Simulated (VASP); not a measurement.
HfC (zincblende type): single point with PBE

The system is HfC (zincblende type).

```
CELL_PARAMETERS angstrom
0.00000 2.57148 2.57148
2.57148 0.00000 2.57148
2.57148 2.57148 0.00000
ATOMIC_POSITIONS crystal
Hf 0.00000 0.00000 0.00000
C 0.25000 0.25000 0.25000
```

This cell differs from its parent crystal: volume scaled by 1.06.

| Item | Value |
| --- | --- |
| Program | VASP 6.6.1 |
| Task | single point |
| Functional | PBE |
| Potentials or basis | VASP PAW PBE potentials, release 64 (Hf_pv, C) |
| Cutoff | 520 eV |
| k mesh | 11 × 11 × 11 |
| Occupations | fermi-dirac, width 0.08 eV |
| Spin | no spin polarisation |

| Item | Value |
| --- | --- |
| Pressure | -8.6 GPa |
| Band gap on the k mesh | 0.58 eV, indirect (least direct gap 0.61 eV) |

Levels at points of the mesh, in eV from the valence-band top:
```tsv
k point	band 5	band 6	band 7	band 8	band 9	band 10
(0.00, 0.00, 0.00)	-1.95	-1.95	-1.95	3.14	3.57	3.57
```

Wall time 14 s on 1 thread of AMD EPYC 9R45 96-Core Processor (Zen 5) (shared host), peak memory 0.14 GiB.

Caveat: spin-orbit coupling is left out, which moves the levels of the heavy elements. A k mesh can miss the band edges.
